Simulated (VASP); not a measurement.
CaSe:

```xyz
2
Lattice="3.6348 0.0000 0.0000 0.0000 3.6348 0.0000 0.0000 0.0000 3.6348" Properties=species:S:1:pos:R:3 pbc="T T T"
Ca    0.0000    0.0000    0.0000
Se    1.8174    1.8174    1.8174
```

Program: VASP 6.6.1. Alike in all runs: task single point; no spin polarisation; cell as given; cutoff (eV) 520; smearing gaussian 0.01 eV.

Task: Order these runs on this cell by their band gap on the k mesh, lowest first.
A. level PBE; potentials or basis VASP PAW PBE potentials, release 64 (Ca_sv, Se); k mesh 6 × 6 × 6
B. level HSE06; potentials or basis VASP PAW PBE potentials, release 64 (Ca_sv, Se); k mesh 4 × 4 × 4; grid for exact exchange (PRECFOCK) Normal; screening parameter 0.2079 1/Å
C. level r2SCAN; potentials or basis VASP PAW PBE potentials, release 64 (Ca_sv, Se); k mesh 6 × 6 × 6
D. level LDA; potentials or basis VASP PAW LDA potentials, release 64 (Ca_sv, Se); k mesh 6 × 6 × 6

Result: D (0.60 eV), A (0.76 eV), C (1.24 eV), B (1.54 eV).

Caveats: some runs use coarse meshes.

A k mesh can miss the band edges.
